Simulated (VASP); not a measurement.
# Sn: single point with PBE+D4

Sn:

```
Sn
1.0
     0.00000    3.28274    3.28274
     3.28274    0.00000    3.28274
     3.28274    3.28274    0.00000
Sn
2
Direct
  0.75000 0.75000 0.75000
  0.50000 0.50000 0.50000
```

- Program: VASP 6.6.1
- Task: single point
- Functional: PBE
- Dispersion: D4
- Potentials or basis: VASP PAW PBE potentials, release 64 (Sn_d)
- Cutoff: 520 eV
- k mesh: 7 × 7 × 7
- Occupations: fermi-dirac, width 0.05 eV
- Spin: no spin polarisation

| Item | Value |
| --- | --- |
| Pressure | 0.0 GPa |
| Band gap on the k mesh | zero (band 14 reaches 5.37 eV, above the bottom of band 15 at 5.24 eV) |
| Dispersion energy per atom | -0.326 eV |

Levels at points of the mesh, in eV from the Fermi level:
```csv
k point,band 12,band 13,band 14,band 15,band 16,band 17
"(0.00, 0.00, 0.00)",-0.80,0.17,0.17,0.17,2.24,2.24
```

Wall time 28 s on 1 thread of Intel Xeon 6975P-C, with other jobs on the host, peak memory 0.2 GiB.

Caveat: spin-orbit coupling is left out, which moves the levels of the heavy elements; pairwise dispersion overbinds metals, which lowers pressure and volume.
